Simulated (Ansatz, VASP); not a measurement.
One calculation of Pt, two programs

Contents of INCAR:

```
SYSTEM = Pt
  PREC = Accurate
  ENCUT = 520
  EDIFF = 1E-6
  ISMEAR = -1
  SIGMA = 0.1
  LREAL = .False.
  LASPH = .True.
  NELM = 80
  ALGO = Normal
  ISIF = 2
  LWAVE = .False.
  LCHARG = .False.
  GGA = RE
  NBANDS = 28
```

The input KPOINTS:

```
Automatic mesh
0
Gamma
  15 15 4
  0 0 0
```

The input POSCAR:

```
Pt
1.0
    2.9099866614      0.0000000000      0.0000000000
   -1.4549933307      2.5201223735      0.0000000000
    0.0000000000      0.0000000000      9.7188893106
Pt
4
Direct
    1.0000000000      1.0000000000      0.0000000000
    1.0000000000      1.0000000000      0.5000000000
    0.3333333333      0.6666666667      0.2500000000
    0.6666666667      0.3333333333      0.7500000000
```

Input for Ansatz:

```yaml
crystal:
  lattice:
    - [2.9099866614, 0.0, 0.0]
    - [-1.4549933307, 2.5201223735, 0.0]
    - [0.0, 0.0, 9.7188893106]
  atoms:
    - { symbol: Pt, position: [1.0, 1.0, 0.0] }
    - { symbol: Pt, position: [1.0, 1.0, 0.5] }
    - { symbol: Pt, position: [0.3333333333, 0.6666666667, 0.25] }
    - { symbol: Pt, position: [0.6666666667, 0.3333333333, 0.75] }
hamiltonian:
  xc: revpbe
  pseudopotentials:
    kind: paw
    azcp:
      Pt: "pseudopotentials/Pt.paw.azcp"
basis:
  ecutwfc: 420
  fft_grid_basis: typed
kpoints:
  mp_grid: { grid: [15, 15, 4], shift: [0, 0, 0] }
magnetization:
  spin_polarized: false
scf:
  occupations: { method: fermi_dirac, width: 0.1 }
  lower_state_search: "off"
output:
  stress: true
```

Alike in both runs: task single point; functional revPBE; k mesh 15 × 15 × 4; occupations fermi-dirac, width 0.1 eV; no spin polarisation.

|  | VASP | Ansatz |
| --- | --- | --- |
| version | VASP 6.6.1 | Ansatz 0.2.0 |
| potentials or method | VASP PAW PBE potentials, release 64 (Pt), cutoff 520 eV | plane waves (420 eV) with PAW, scalar-relativistic |
| valence electrons in the cell | 40 | 72 |

Ansatz gave:

* pressure (GPa): -19.1
* traceless stress, the component that is largest in VASP (GPa): 0.69

Task: What did VASP give for the same quantities?

Result: Pressure (GPa): -19.3; traceless stress, the component that is largest in VASP (GPa): 0.66.

VASP's potentials were made for PBE, not for revPBE. VASP's potentials hold 40 valence electrons a cell and Ansatz's 72, so a difference there can come from the potentials and not from the codes.

Neither program's run includes spin-orbit coupling.
